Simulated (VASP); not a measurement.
Cd3Se2S: relaxation of cell and atoms with PBE

The system is Cd3Se2S.

```
Cd Se S
1.0
    -2.07728    2.07728    8.81314
     2.07728   -2.07728    8.81314
     2.07728    2.07728   -8.81314
Cd Se S
3 2 1
Direct
  0.66667 0.66667 0.00000
  0.33333 0.33333 0.00000
  0.00000 0.00000 0.00000
  0.41667 0.91667 0.50000
  0.08333 0.58333 0.50000
  0.75000 0.25000 0.50000
```

```
Program                : VASP 6.6.1
Task                   : relaxation of cell and atoms
Functional             : PBE
Potentials or basis    : VASP PAW PBE potentials, release 64 (Cd, Se, S)
Cutoff                 : 600 eV
k mesh                 : 6 × 6 × 6
Occupations            : gaussian, width 0.1 eV
Spin                   : no spin polarisation
Dipole correction      : no
Further INCAR settings : ALGO = Normal; EDIFF = 1e-06; IBRION = 2; EDIFFG = -0.04; NSW = 90; ISIF = 3
```

```yaml
Relaxed_volume: 28.59 Å³/atom
Relaxed_cell: a = 9.664 Å, b = 9.664 Å, c = 9.664 Å, α = 154.14°, β = 154.14°, γ = 36.90°
Space_group_after_relaxing_to_0.1_Å: I-4m2 (No. 119)
Energy_gained_by_relaxing: 81.6 meV/atom
Ionic_steps: 9
Pressure_after_relaxing: 0.0 GPa
Band_gap_on_the_k_mesh: 0.62 eV
```

Forces in eV/Å, atoms in the order of the input:
```
Cd   0.000  0.000  0.001
Cd   0.000  0.000 -0.001
Cd   0.000  0.000  0.000
Se   0.000  0.000 -0.002
Se   0.000  0.000  0.002
S    0.000  0.000  0.000
```

Step by step:
| step | energy change (eV) | largest force (eV/Å) | pressure (GPa) | volume (Å³) |
| --- | --- | --- | --- | --- |
| 1 | 0.0000 | 0.7512 | 7.77 | 152.12 |
| 2 | -0.4017 | 0.2484 | -2.13 | 180.83 |
| 3 | -0.4572 | 0.3568 | -0.12 | 172.35 |
| 4 | -0.4571 | 0.3507 | -0.23 | 172.77 |
| 5 | -0.4693 | 0.2538 | -0.18 | 172.48 |
| 6 | -0.4861 | 0.1638 | -0.01 | 171.63 |
| 7 | -0.4862 | 0.1651 | 0.01 | 171.58 |
| 8 | -0.4893 | 0.0563 | 0.01 | 171.55 |
| 9 | -0.4897 | 0.0020 | 0.01 | 171.53 |

Final structure:
```yaml
crystal:
  lattice:
    - [-2.16278, 2.16278, 9.16760]
    - [2.16278, -2.16278, 9.16760]
    - [2.16278, 2.16278, -9.16760]
  atoms:
    - { symbol: Cd, position: [0.67209, 0.67209, 0.00000] }
    - { symbol: Cd, position: [0.32791, 0.32791, 0.00000] }
    - { symbol: Cd, position: [0.00000, 0.00000, 0.00000] }
    - { symbol: Se, position: [0.41391, 0.91391, 0.50000] }
    - { symbol: Se, position: [0.08609, 0.58609, 0.50000] }
    - { symbol: S, position: [0.75000, 0.25000, 0.50000] }
```

Levels at points of the mesh, in eV from the valence-band top:
| k point | band 25 | band 26 | band 27 | band 28 | band 29 | band 30 |
| --- | --- | --- | --- | --- | --- | --- |
| (0.00, 0.00, 0.00) | -0.04 | 0.00 | 0.00 | 0.62 | 3.55 | 3.60 |
| (0.50, 0.00, 0.00) | -0.71 | -0.55 | -0.53 | 2.47 | 3.34 | 3.42 |
| (0.50, 0.50, 0.00) | -1.90 | -1.69 | -1.66 | 3.32 | 3.84 | 4.44 |
| (0.50, 0.50, 0.50) | -0.63 | -0.37 | -0.37 | 2.34 | 2.42 | 3.35 |

Wall time 71 min on 1 thread of Intel(R) Xeon(R) Platinum 8259CL CPU @ 2.50GHz (Skylake/Cascade Lake), with other jobs on the host, peak memory 1.2 GiB.

A k mesh can miss the band edges.
